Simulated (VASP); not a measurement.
## Pr: single point with PBEsol+U

The system is Pr.

```
CELL_PARAMETERS angstrom
3.66900 0.00000 0.00000
-1.83450 3.17745 0.00000
0.00000 0.00000 5.92000
ATOMIC_POSITIONS crystal
Pr 0.66667 0.33333 0.75000
Pr 0.33333 0.66667 0.25000
```

```
Program                : VASP 6.6.1
Task                   : single point
Functional             : PBEsol
Potentials or basis    : VASP PAW PBE potentials, release 64 (Pr)
Cutoff                 : 520 eV
k mesh                 : 6 × 6 × 4
Occupations            : fermi-dirac, width 0.05 eV
Spin                   : no spin polarisation
Hubbard terms          : Pr f U = 4.0 eV
Dipole correction      : no
Further INCAR settings : ALGO = Normal; EDIFF = 1e-07; NBANDS = 20
```

```json
{
  "Pressure": "-8.3 GPa",
  "Band gap on the k mesh": "zero (band 13 reaches 5.99 eV, above the bottom of band 14 at 5.74 eV)"
}
```

Stress tensor (GPa, compression positive):
```
-8.03  0.00  0.00
 0.00 -8.03  0.00
 0.00  0.00 -8.88
```

Levels at points of the mesh, in eV from the Fermi level:
```tsv
k point	band 9	band 10	band 11	band 12	band 13	band 14	band 15	band 16	band 17	band 18
(0.00, 0.00, 0.00)	-3.55	-1.79	-0.11	-0.02	-0.02	0.05	0.05	0.15	0.16	0.31
(0.50, 0.00, 0.00)	-1.55	-1.26	-1.08	-0.16	0.02	0.13	0.22	0.24	0.30	0.53
(0.00, 0.00, 0.50)	-2.14	-2.14	-0.18	-0.18	0.03	0.03	0.03	0.03	0.29	0.29
(0.50, 0.00, 0.50)	-1.67	-1.67	-0.49	-0.49	0.09	0.09	0.18	0.18	0.37	0.37
```

Eigenvalues of the final occupation matrices:
```tsv
site	spin	trace	eigenvalues
site 1 f	1	0.94	0.00 0.00 0.01 0.06 0.28 0.29 0.29
site 1 f	2	0.94	0.00 0.00 0.01 0.06 0.28 0.29 0.29
site 2 f	1	0.94	0.00 0.00 0.01 0.06 0.28 0.29 0.29
site 2 f	2	0.94	0.00 0.00 0.01 0.06 0.28 0.29 0.29
```

It took 2.6 min on 1 thread of Intel Xeon 8259CL, on a shared host, peak memory 0.2 GiB.

Caveat: the PAW data sets were made with another functional, which shifts forces and pressure a little; spin-orbit coupling is left out, which moves the levels of the heavy elements; U without spin polarisation on a metal has little footing. Spin polarisation is off, so any magnetic state and its effect on volume and gap are missing.
